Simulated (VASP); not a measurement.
# BN (P6_3mc) in VASP: notebook

The runs below take BN through single point, with r2SCAN.

All numbers are computed with VASP 6.6.1; they aren't measurements. Logs are shortened: lines on timing, memory, paths and dates and some standing lists are left out, and cuts for length are marked.

## Step 1: The cell of the first run

The structure is hexagonal, space group P6_3mc (No. 186). The conventional cell has a = 2.616 Å, b = 2.616 Å, c = 3.980 Å, α = 90.00°, β = 90.00°, γ = 120.00°. B (site symmetry 3m) has 4 N at 1.49 to 1.59 Å within 2.0 Å. Within 2.0 Å of N (site symmetry 3m) lie 4 B at 1.49 to 1.59 Å.

## Step 2: Single point, r2SCAN

Contents of POSCAR:

```
BN
1.0
    2.6156649703      0.0000000000      0.0000000000
   -1.3078324851      2.2652323120      0.0000000000
    0.0000000000      0.0000000000      3.9802280602
B N
2 2
Direct
    0.6666666667      0.3333333333      0.9997995909
    0.3333333333      0.6666666667      0.4997995909
    0.6666666667      0.3333333333      0.6252004091
    0.3333333333      0.6666666667      0.1252004091
```

Contents of INCAR.step1:

```
ALGO = Normal
EDIFF = 1E-4
ENCUT = 520
GGA = PE
ISMEAR = 0
LASPH = True
LCHARG = False
LREAL = False
LWAVE = True
NBANDS = 16
NELM = 100
PREC = Accurate
SIGMA = 0.05
```

Contents of INCAR.step2:

```
ALGO = Normal
EDIFF = 1E-7
ENCUT = 520
ISIF = 2
ISMEAR = 0
ISTART = 1
LASPH = True
LCHARG = True
LELF = True
LMIXTAU = True
LREAL = False
LVHAR = True
LWAVE = False
METAGGA = R2SCAN
NBANDS = 16
NELM = 100
PREC = Accurate
SIGMA = 0.05
```

Contents of KPOINTS:

```
k-points
0
Gamma
  12 12 6
```

Potentials or basis: VASP PAW PBE potentials, release 64 (B, N).

Launch:

```
cat potpaw_PBE.64/B/POTCAR potpaw_PBE.64/N/POTCAR > POTCAR
cp INCAR.step1 INCAR
mpirun -np 1 vasp_std > vasp.out
cp INCAR.step2 INCAR
mpirun -np 1 vasp_std > vasp.out
```

OUTCAR:

```text
EDIFF = 1E-7
   ENCUT = 520
   ISIF = 2
   ISMEAR = 0
   ISTART = 1
   LASPH = True
   LREAL = False
   METAGGA = R2SCAN
   NELM = 100
   PREC = Accurate

 ion  position               nearest neighbor table
   1  0.667  0.333  1.000-   3 1.49   4 1.59   4 1.59   4 1.59
   2  0.333  0.667  0.500-   4 1.49   3 1.59   3 1.59   3 1.59
   3  0.667  0.333  0.625-   1 1.49   2 1.59   2 1.59   2 1.59
   4  0.333  0.667  0.125-   2 1.49   1 1.59   1 1.59   1 1.59

  LATTYP: Found a hexagonal cell.
 ALAT       =     2.6156649703
 C/A-ratio  =     1.5216887887

  Lattice vectors:

 A1 = (   2.6156649703,   0.0000000000,   0.0000000000)
 A2 = (  -1.3078324851,   2.2652323120,   0.0000000000)
 A3 = (   0.0000000000,   0.0000000000,   3.9802280602)

Analysis of symmetry for initial positions (statically):
=====================================================================
 Subroutine PRICEL returns:
 Original cell was already a primitive cell.

 Routine SETGRP: Setting up the symmetry group for a
 hexagonal supercell.

 Subroutine GETGRP returns: Found 12 space group operations
 (whereof  6 operations were pure point group operations)
 out of a pool of 24 trial point group operations.

The static configuration has the point symmetry C_3v.
 The point group associated with its full space group is C_6v.

Analysis of symmetry for dynamics (positions and initial velocities):
=====================================================================
 Subroutine PRICEL returns:
 Original cell was already a primitive cell.

 Routine SETGRP: Setting up the symmetry group for a
 hexagonal supercell.

 Subroutine GETGRP returns: Found 12 space group operations
 (whereof  6 operations were pure point group operations)
 out of a pool of 24 trial point group operations.

The dynamic configuration has the point symmetry C_3v.
 The point group associated with its full space group is C_6v.

 Subroutine INISYM returns: Found 12 space group operations
 (whereof  6 operations are pure point group operations),
 and found     1 'primitive' translations

----------------------------------------------------------------------------------------

                                     Primitive cell

  volume of cell :      23.5832

  direct lattice vectors                    reciprocal lattice vectors
     2.615664970  0.000000000  0.000000000     0.382311959  0.220727913  0.000000000
    -1.307832485  2.265232312  0.000000000     0.000000000  0.441455825  0.000000000
     0.000000000  0.000000000  3.980228060     0.000000000  0.000000000  0.251241885

  length of vectors
     2.615664970  2.615664970  3.980228060     0.441455825  0.441455825  0.251241885

  position of ions in fractional coordinates (direct lattice)
     0.666666667  0.333333333  0.999799591
     0.333333333  0.666666667  0.499799591
     0.666666667  0.333333333  0.625200409
     0.333333333  0.666666667  0.125200409

  ion indices of the primitive-cell ions
   primitive index   ion index
                 1           1
                 2           2
                 3           3
                 4           4

----------------------------------------------------------------------------------------

 KPOINTS: k-points

Automatic generation of k-mesh.
 Grid dimensions read from file:
 generate k-points for:   12   12    6

 Generating k-lattice:

  Cartesian coordinates                     Fractional coordinates (reciprocal lattice)
     0.031859330  0.018393993  0.000000000     0.083333333  0.000000000  0.000000000
     0.000000000  0.036787985  0.000000000     0.000000000  0.083333333  0.000000000
     0.000000000  0.000000000  0.041873647     0.000000000  0.000000000  0.166666667

  Length of vectors
     0.036787985  0.036787985  0.041873647

  Shift w.r.t. Gamma in fractional coordinates (k-lattice)
     0.000000000  0.000000000  0.000000000

 Subroutine IBZKPT returns following result:
 ===========================================

 Found     76 irreducible k-points:

 Following reciprocal coordinates:
            Coordinates               Weight
  0.000000  0.000000  0.000000      1.000000
  0.083333  0.000000  0.000000      6.000000
  0.166667  0.000000  0.000000      6.000000
  0.250000  0.000000  0.000000      6.000000
  0.333333  0.000000  0.000000      6.000000
  0.416667 -0.000000  0.000000      6.000000
[... 16 lines left out ...]
  0.250000  0.000000  0.166667     12.000000
  0.333333  0.000000  0.166667     12.000000
 [... further k-points ...]
   k-points           NKPTS =     76   k-points in BZ     NKDIM =     76   number of bands    NBANDS=     16
   number of dos      NEDOS =    301   number of ions     NIONS =      4
   total plane-waves  NPLWV =  12000
   dimension x,y,z NGX =    20 NGY =   20 NGZ =   30
   dimension x,y,z NGXF=    40 NGYF=   40 NGZF=   60
   ions per type =               2   2
   NGX,Y,Z   is equivalent  to a cutoff of  12.71, 12.71, 12.53 a.u.
   NGXF,Y,Z  is equivalent  to a cutoff of  25.42, 25.42, 25.06 a.u.
 SYSTEM =  unknown system
   PREC   = accura    normal or accurate (medium, high low for compatibility)
   ISTART =      1    job   : 0-new  1-cont  2-samecut
   ICHARG =      0    charge: 1-file 2-atom 10-const
   ISPIN  =      1    spin polarized calculation?
   LNONCOLLINEAR =      F non collinear calculations
   LSORBIT =      F    spin-orbit coupling
   LASPH  =      T    aspherical Exc in radial PAW
   ENCUT  =  520.0 eV  38.22 Ry    6.18 a.u.   4.86  4.86  7.40*2*pi/ulx,y,z
   NELM   =    100;   NELMIN=  2; NELMDL=  0     # of ELM steps
   EDIFF  = 0.1E-06   stopping-criterion for ELM
   LREAL  =      F    real-space projection
   EDIFFG = 0.1E-05   stopping-criterion for IOM
   NSW    =      0    number of steps for IOM
   IBRION =     -1    ionic relax: 0-MD 1-quasi-New 2-CG
   NFREE  =      0    steps in history (QN), initial steepest desc. (CG)
   ISIF   =      2    stress and relaxation
   ISYM   =      2    0-nonsym 1-usesym 2-fastsym
   POTIM  = 0.5000    time-step for ionic-motion
   TEBEG  =    0.0;   TEEND  =   0.0 temperature during run
   PSTRESS=    0.0 pullay stress
   NELECT =      16.0000    total number of electrons
   NUPDOWN=      -1.0000    fix difference up-down
   EMIN   =  10.00;   EMAX   =-10.00  energy-range for DOS
   EFERMI =   0.00;   METHOD = LEGACY
   ISMEAR =     0;   SIGMA  =   0.05  broadening in eV -4-tet -1-fermi 0-gaus
   EFERMI_NEDOS =   21; number of points for ismear=-14 and -15
   IALGO  =     38    algorithm
   IMIX   =      4    mixing-type and parameters
     AMIX     =   0.40;   BMIX     =  1.00
     AMIX_MAG =   1.60;   BMIX_MAG =  1.00
  volume/ion in A,a.u.               =       5.90        39.79
  Fermi-wavevector in a.u.,A,eV,Ry     =   1.438513  2.718396 28.154815  2.069321
  Thomas-Fermi vector in A             =   2.557472
   LORBIT       =      0    0 simple, 1 ext, 2 COOP (PROOUT), +10 PAW based schemes
   METAGGA = R2SCAN    functional components
   LHFCALC =     F    Hartree Fock is set to
   AEXX    =    0.0000 exact exchange contribution
   IVDW    =     0    specifies the selected vdW correction
   LEPSILON=     F    determine dielectric tensor
   LRPA    =     F    only Hartree local field effects (RPA)
 non-spin polarized calculation
 Gauss-broadening in eV      SIGMA  =   0.05
  energy-cutoff  :      520.00
  volume of cell :       23.58
 maximum number of plane-waves:       663
 NGX is ok and might be reduce to    20

 number of electron      16.0000003 magnetization

 Free energy of the ion-electron system (eV)
  ---------------------------------------------------
  ext. energy  EPLUGINS =         0.00000000
  ---------------------------------------------------
  free energy    TOTEN  =       -37.91186259 eV

  energy without entropy =      -37.91186259  energy(sigma->0) =      -37.91186259

 E-fermi :   7.6192     XC(G=0): -13.6323

 val. band max:        7.4105618239   @ k =   0.0000   0.0000   0.0000
 cond. band min:      13.4107573563   @ k =   0.3333   0.3333   0.0000
 fundamental gap:      6.0001955325
 Fermi energy:         7.6191689752

 k-point     1 :       0.0000    0.0000    0.0000
  band No.  band energies     occupation
      1     -14.0887      2.00000
      2      -9.0890      2.00000
      3      -3.6859      2.00000
      4       4.5087      2.00000
      5       4.5087      2.00000
      6       7.2045      2.00000
[... 8 lines left out ...]
     15      20.1519      0.00000
     16      25.7987      0.00000

 k-point     2 :       0.0833    0.0000    0.0000
  band No.  band energies     occupation
      1     -13.9419      2.00000
      2      -8.9913      2.00000
      3      -3.5439      2.00000
      4       3.8290      2.00000
      5       4.2322      2.00000
      6       6.7419      2.00000
[... 8 lines left out ...]
     15      20.6038      0.00000
     16      25.4223      0.00000

 k-point     3 :       0.1667    0.0000    0.0000
  band No.  band energies     occupation
      1     -13.5067      2.00000
      2      -8.7206      2.00000
      3      -3.1236      2.00000
      4       2.2177      2.00000
      5       3.5822      2.00000
      6       5.4220      2.00000
[... 8 lines left out ...]
     15      21.7945      0.00000
     16      24.2037      0.00000

 k-point     4 :       0.2500    0.0000    0.0000
  band No.  band energies     occupation
      1     -12.8019      2.00000
      2      -8.3608      2.00000
      3      -2.4459      2.00000
      4       0.3655      2.00000
      5       2.8533      2.00000
      6       3.7473      2.00000
[... 8 lines left out ...]
     15      23.3715      0.00000
     16      23.8290      0.00000

 k-point     5 :       0.3333    0.0000    0.0000
  band No.  band energies     occupation
      1     -11.8715      2.00000
      2      -8.1118      2.00000
      3      -1.5903      2.00000
      4      -1.1592      2.00000
      5       2.0790      2.00000
      6       2.2395      2.00000
[... 8 lines left out ...]
     15      24.9564      0.00000
     16      25.0317      0.00000

 k-point     6 :       0.4167   -0.0000    0.0000
  band No.  band energies     occupation
      1     -10.8359      2.00000
      2      -8.2735      2.00000
      3      -2.0489      2.00000
      4      -0.5611      2.00000
      5       0.7148      2.00000
      6       1.8406      2.00000
[... 8 lines left out ...]
     15      25.5941      0.00000
     16      26.1539      0.00000
[... 267 lines left out ...]
 k-point    21 :       0.0833    0.0000    0.1667
  band No.  band energies     occupation
      1     -13.7479      2.00000
      2      -9.6980      2.00000
      3      -2.5381      2.00000
      4       3.9964      2.00000
      5       4.3935      2.00000
      6       6.0717      2.00000
[... 8 lines left out ...]
     15      20.4073      0.00000
     16      25.1163      0.00000

 k-point    22 :       0.1667    0.0000    0.1667
  band No.  band energies     occupation
      1     -13.3157      2.00000
      2      -9.3817      2.00000
      3      -2.2092      2.00000
      4       2.4258      2.00000
      5       3.7536      2.00000
      6       4.7876      2.00000
[... 8 lines left out ...]
     15      21.3657      0.00000
     16      24.5497      0.00000

 k-point    23 :       0.2500    0.0000    0.1667
  band No.  band energies     occupation
      1     -12.6171      2.00000
      2      -8.9292      2.00000
      3      -1.8048      2.00000
      4       0.7337      2.00000
      5       3.0331      2.00000
      6       3.0848      2.00000
[... 8 lines left out ...]
     15      22.9413      0.00000
     16      24.3610      0.00000

 k-point    24 :       0.3333    0.0000    0.1667
  band No.  band energies     occupation
      1     -11.6989      2.00000
      2      -8.5122      2.00000
      3      -1.9784      2.00000
      4       0.0028      2.00000
      5       1.3956      2.00000
      6       2.4247      2.00000
[... 8 lines left out ...]
     15      24.5044      0.00000
     16      25.2199      0.00000

 [... further k-points ...]
[... 5 lines left out ...]
  --------------------------------------------------------------------------------------
  -------------------------------------------------------------------------------------
  Total       -3.5587534     -3.5587534      9.3993617     -0.0000000     -0.0000000      0.0000000
  in kB     -241.7718077   -241.7718077    638.5664896     -0.0000000     -0.0000000      0.0000000
  external PRESSURE =      51.6742914 kB  Pullay stress =       0.0000000 kB

 VOLUME and BASIS-vectors are now :
 -----------------------------------------------------------------------------
  energy-cutoff  :      520.00
  volume of cell :       23.58
      direct lattice vectors                 reciprocal lattice vectors
     2.615664970  0.000000000  0.000000000     0.382311959  0.220727913  0.000000000
    -1.307832485  2.265232312  0.000000000     0.000000000  0.441455825  0.000000000
     0.000000000  0.000000000  3.980228060     0.000000000  0.000000000  0.251241885

 POSITION                                       TOTAL-FORCE (eV/Angst)
 -----------------------------------------------------------------------------------
      1.30783      0.75508      3.97943        -0.000000      0.000000      0.364818
     -0.00000      1.51015      1.98932         0.000000     -0.000000      0.364818
      1.30783      0.75508      2.48844        -0.000000      0.000000     -0.364818
     -0.00000      1.51015      0.49833         0.000000     -0.000000     -0.364818
 -----------------------------------------------------------------------------------
    total drift:                                0.000000      0.000000     -0.002697

  FREE ENERGIE OF THE ION-ELECTRON SYSTEM (eV)
  ---------------------------------------------------
  free  energy   TOTEN  =       -37.9118625942 eV

  energy  without entropy=      -37.9118625942  energy(sigma->0) =      -37.91186259
```

Wall time 2.1 min (1 thread of Intel Xeon 8259CL, shared host); peak memory 0.15 GiB.

What came out:

* Free energy: -37.9119 eV
* Pressure: 5.2 GPa
* Largest force: 0.365 eV/Å
* Band gap on the k mesh: 6.00 eV (least direct gap 8.15 eV)

Forces on the atoms (eV/Å):
```
B    0.000  0.000  0.365
B    0.000  0.000  0.365
N    0.000  0.000 -0.365
N    0.000  0.000 -0.365
```

Levels at points of the mesh, in eV from the valence-band top:
```csv
k point,band 4,band 5,band 6,band 7,band 8,band 9,band 10,band 11,band 12,band 13
"(0.00, 0.00, 0.00)",-2.90,-2.90,-0.21,0.00,0.00,8.29,8.29,8.50,10.39,12.44
"(0.50, 0.00, 0.00)",-7.40,-7.31,-5.71,-4.75,-1.82,6.38,9.12,10.79,11.89,16.38
"(0.00, 0.00, 0.50)",-5.26,-1.63,-1.63,-1.63,-1.63,9.00,9.00,10.13,10.13,10.13
"(0.50, 0.00, 0.50)",-10.42,-4.12,-4.12,-3.30,-3.30,7.19,7.19,11.50,11.50,15.26
```

Caveat: the cell stands under pressure; the PAW data sets were made with another functional, which shifts forces and pressure a little.

## Step 3: Single point, r2SCAN

This run uses another cell than the first one, of the same volume but with other edges.

Contents of POSCAR:

```
BN
1.0
    2.4644149249      0.0000000000      0.0000000000
   -1.2322074625      2.1342459304      0.0000000000
    0.0000000000      0.0000000000      4.4837824110
B N
2 2
Direct
    0.6666666667      0.3333333333      0.9997995909
    0.3333333333      0.6666666667      0.4997995909
    0.6666666667      0.3333333333      0.6252004091
    0.3333333333      0.6666666667      0.1252004091
```

Contents of INCAR.step1:

```
  PREC = Accurate
  ENCUT = 520
  ISMEAR = 0
  SIGMA = 0.05
  LREAL = F
  LASPH = T
  NELM = 100
  NBANDS = 16
  GGA = PE
  ALGO = Normal
  EDIFF = 1E-4
  LWAVE = T
  LCHARG = F
```

Contents of INCAR.step2:

```
  PREC = Accurate
  ENCUT = 520
  EDIFF = 1E-6
  ISMEAR = 0
  SIGMA = 0.05
  LREAL = F
  LASPH = T
  NELM = 100
  ALGO = Normal
  ISIF = 2
  LWAVE = F
  LCHARG = F
  METAGGA = R2SCAN
  LMIXTAU = T
  NBANDS = 16
  ISTART = 1
```

Contents of KPOINTS:

```
regular mesh
0
Gamma
  12 12 6
```

Potentials or basis: VASP PAW PBE potentials, release 64 (B, N).

Launch:

```
cat potpaw_PBE.64/B/POTCAR potpaw_PBE.64/N/POTCAR > POTCAR
cp INCAR.step1 INCAR
mpirun -np 1 vasp_std > vasp.out
cp INCAR.step2 INCAR
mpirun -np 1 vasp_std > vasp.out
```

Wall time 82 s (1 thread of Intel Xeon 8259CL, shared host); peak memory 0.15 GiB.

The run converged. Its results:

| Quantity | Value |
| --- | --- |
| Free energy | -37.8335 eV |
| Pressure | 5.4 GPa |
| Largest force | 0.397 eV/Å |
| Band gap on the k mesh | 5.32 eV (least direct gap 6.05 eV) |

Forces on the atoms (eV/Å):
```
B    0.000  0.000  0.397
B    0.000  0.000  0.397
N    0.000  0.000 -0.397
N    0.000  0.000 -0.397
```

Stress tensor (GPa, compression positive):
```
 35.74   0.00   0.00
  0.00  35.74   0.00
  0.00   0.00 -55.35
```

Levels at points of the mesh, in eV from the valence-band top:
| k point | band 6 | band 7 | band 8 | band 9 | band 10 | band 11 |
| --- | --- | --- | --- | --- | --- | --- |
| (0.00, 0.00, 0.00) | -0.89 | 0.00 | 0.00 | 6.05 | 9.92 | 9.92 |
| (0.50, 0.00, 0.00) | -4.75 | -4.44 | -2.59 | 7.74 | 8.11 | 11.16 |
| (0.00, 0.00, 0.50) | -0.84 | -0.84 | -0.84 | 11.00 | 11.00 | 11.23 |
| (0.50, 0.00, 0.50) | -4.22 | -3.80 | -3.80 | 6.47 | 6.47 | 10.53 |

Caveat: the cell stands under pressure; the PAW data sets were made with another functional, which shifts forces and pressure a little.

(Continued in part 2 of 3.)
